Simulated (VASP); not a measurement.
A run of VASP 6.6.1 is set up as follows.

File INCAR:

```
SYSTEM = SrO
PREC = Accurate
ENCUT = 520
EDIFF = 1E-7
ISMEAR = 0
SIGMA = 0.02
LREAL = Auto
LASPH = .True.
NELM = 100
ALGO = Normal
ISIF = 2
LWAVE = .False.
LCHARG = .False.
GGA = PS
NBANDS = 87
```

File KPOINTS:

```
regular mesh
0
Gamma
  9 9 1
  0 0 0
```

POSCAR

```
SrO
1.0
    3.9589010320      0.0000000000      0.0000000000
   -1.9794505160      3.4285088648      0.0000000000
    0.0000000000      0.0000000000     28.1200983401
Sr O
9 9
Direct
    0.0000000000      0.0000000000     -0.0000414173
    0.3333333333      0.6666666667      0.1095346369
    0.0000000000      0.0000000000      0.2201716569
    0.6666666667      0.3333333333      0.3325290095
    0.3333333333      0.6666666667      0.4438065673
    0.6666666667      0.3333333333      0.5544031093
    0.0000000000      0.0000000000      0.6657469756
    0.6666666667      0.3333333333      0.7763509169
    0.3333333333      0.6666666667      0.8887103198
    0.0000000000      0.0000000000      0.0846646235
    0.3333333333      0.6666666667      0.1942910214
    0.0000000000      0.0000000000      0.3059322375
    0.6666666667      0.3333333333      0.4182229342
    0.3333333333      0.6666666667      0.5285378792
    0.6666666667      0.3333333333      0.6401426601
    0.0000000000      0.0000000000      0.7504769890
    0.6666666667      0.3333333333      0.8621144343
    0.3333333333      0.6666666667      0.9744054459
```

Potentials or basis: VASP PAW PBE potentials, release 64 (Sr_sv, O).

Run with:

```console
$ cat potpaw_PBE.64/Sr_sv/POTCAR potpaw_PBE.64/O/POTCAR > POTCAR
$ mpirun -np 1 vasp_std > vasp.out
```

What does it give for the pressure?

0.6 GPa.

What does it give for the largest force?

0.010 eV/Å.

Predict the band gap on the k mesh.

2.50 eV (least direct gap 3.08 eV).

Forces in eV/Å, atoms in the order of the input:
```
Sr   0.000  0.000 -0.009
Sr   0.000  0.000 -0.008
Sr   0.000  0.000 -0.001
Sr   0.000  0.000 -0.001
Sr   0.000  0.000 -0.010
Sr   0.000  0.000 -0.002
Sr   0.000  0.000 -0.007
Sr   0.000  0.000  0.000
Sr   0.000  0.000  0.000
O    0.000  0.000  0.008
O    0.000  0.000  0.008
O    0.000  0.000  0.001
O    0.000  0.000 -0.002
O    0.000  0.000  0.005
O    0.000  0.000  0.001
O    0.000  0.000  0.008
O    0.000  0.000  0.006
O    0.000  0.000  0.001
```

Caveat: the PAW data sets were made with another functional, which shifts forces and pressure a little. A k mesh can miss the band edges.
